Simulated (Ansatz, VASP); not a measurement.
Two plane-wave programs on TiAl

Contents of INCAR:

```
PREC = Accurate
ENCUT = 520
EDIFF = 1E-6
ISMEAR = 0
SIGMA = 0.15
LREAL = F
LASPH = T
NELM = 60
ALGO = Fast
ISIF = 2
LWAVE = F
LCHARG = F
GGA = PS
NBANDS = 14
```

Contents of KPOINTS:

```
regular mesh
0
Gamma
  14 14 14
```

Contents of POSCAR:

```
TiAl
1.0
    2.9250135935      0.0000000000      0.0000000000
    0.0000000000      3.0405369533      0.0000000000
    0.0000000000      0.0000000000      3.1563759507
Ti Al
1 1
Direct
    0.0000000000      0.0000000000      0.0000000000
    0.5000000000      0.5000000000      0.5000000000
```

Input for Ansatz:

```yaml
crystal:
  lattice:
    - [2.9250135934, 0.0, 0.0]
    - [0.0, 3.0405369532, 0.0]
    - [0.0, 0.0, 3.1563759506]
  atoms:
    - { symbol: Ti, position: [0.0, 0.0, 0.0] }
    - { symbol: Al, position: [0.5, 0.5, 0.5] }
basis:
  ecutwfc: 520.0
kpoints:
  mp_grid: { grid: [14, 14, 14] }
hamiltonian:
  xc: pbesol
scf:
  occupations: { method: gaussian, width: 0.15 }
output:
  forces: true
  stress: true
  eigenvalues: true
```

Change from the starting cell: normal strain along x -0.0733, normal strain along y -0.0367.

Alike in both runs: task single point; functional PBEsol; k mesh 14 × 14 × 14; occupations gaussian, width 0.15 eV; no spin polarisation.

```csv
,VASP,Ansatz
version,VASP 6.6.1,Ansatz 0.2.0
potentials or method,"VASP PAW PBE potentials, release 64 (Ti_sv, Al), cutoff 520 eV","scalar-relativistic, plane waves, PAW"
valence electrons in the cell,15,15
```

|  | VASP | Ansatz | Ansatz less VASP |
| --- | --- | --- | --- |
| gap on the k mesh at the Fermi level (eV) | none | none | - |
| pressure (GPa) | 17.0 | 16.9 | -0.02 |
| traceless stress, the component that is largest in VASP (GPa) | 2.74 | 2.74 | +0.001 |

VASP's potentials were made for PBE, not for PBEsol. A gap of «none» marks a metal or a gap that the smearing closes.
